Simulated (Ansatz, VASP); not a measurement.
## MgO in VASP and in Ansatz

The input POSCAR:

```
MgO
1.0
    3.4863778627      0.0000000000      0.0000000000
   -1.7431889314      3.0192917963      0.0000000000
    0.0000000000      0.0000000000      4.1780412200
Mg O
2 2
Direct
    0.6764621152      0.3405040994      0.7551820061
    0.3431287819      0.6738374327      0.2551820061
    0.6666666667      0.3333333333      0.2500000000
    0.3333333333      0.6666666667      0.7500000000
```

INCAR.step1

```
SYSTEM = MgO
PREC = Accurate
ENCUT = 520
ISMEAR = 1
SIGMA = 0.02
LREAL = .False.
LASPH = .True.
NELM = 100
NBANDS = 16
GGA = PE
ALGO = Normal
EDIFF = 1E-4
LWAVE = .True.
LCHARG = .False.
```

INCAR.step2

```
SYSTEM = MgO
PREC = Accurate
ENCUT = 520
EDIFF = 1E-6
ISMEAR = 1
SIGMA = 0.02
LREAL = .False.
LASPH = .True.
NELM = 100
ALGO = Normal
ISIF = 2
LWAVE = .False.
LCHARG = .True.
METAGGA = R2SCAN
LMIXTAU = .True.
LELF = .True.
LVHAR = .True.
NBANDS = 16
ISTART = 1
```

KPOINTS

```
regular mesh
0
Gamma
  6 6 6
  0 0 0
```

Input for Ansatz:

```yaml
crystal:
  lattice:
    - [3.4863778627, 0.0, 0.0]
    - [-1.7431889314, 3.0192917963, 0.0]
    - [0.0, 0.0, 4.17804122]
  atoms:
    - { symbol: Mg, position: [0.6764621152, 0.3405040994, 0.7551820061] }
    - { symbol: Mg, position: [0.3431287819, 0.6738374327, 0.2551820061] }
    - { symbol: O, position: [0.6666666667, 0.3333333333, 0.25] }
    - { symbol: O, position: [0.3333333333, 0.6666666667, 0.75] }
basis:
  ecutwfc: 500
kpoints:
  mp_grid: { grid: [6, 6, 6] }
hamiltonian:
  xc: r2scan
scf:
  occupations: { method: cold, width: 0.02 }
output:
  forces: true
  stress: true
  eigenvalues: true
```

Change from the starting cell: all Mg atoms moved +0.037 Å, as atom 1 along Cartesian [1 1 1].

Alike in both runs: task single point; functional r2SCAN; k mesh 6 × 6 × 6; no spin polarisation.

|  | VASP | Ansatz |
| --- | --- | --- |
| version | VASP 6.6.1 | Ansatz 0.2.0 |
| potentials or method | VASP PAW PBE potentials, release 64 (Mg, O), cutoff 520 eV | scalar-relativistic, plane waves, PAW |
| occupations | methfessel-paxton of order 1, width 0.02 eV | cold, width 0.02 eV |
| valence electrons in the cell | 16 | 32 |

```csv
,VASP,Ansatz,Ansatz less VASP
gap on the k mesh at the Fermi level (eV),4.08,4.10,+0.013
least direct gap on the mesh (eV),4.08,4.10,+0.013
pressure (GPa),-0.6,0.2,+0.80
"traceless stress, the component that is largest in VASP (GPa)",0.13,0.30,+0.172
rms of the force components (eV/Å),0.174,0.173,-0.0009
```

VASP's potentials were made for PBE, not for r2SCAN. Atom by atom the forces differ by 0.001 eV/Å (rms over components). VASP's potentials hold 16 valence electrons a cell and Ansatz's 32, so a difference there can come from the potentials and not from the codes.
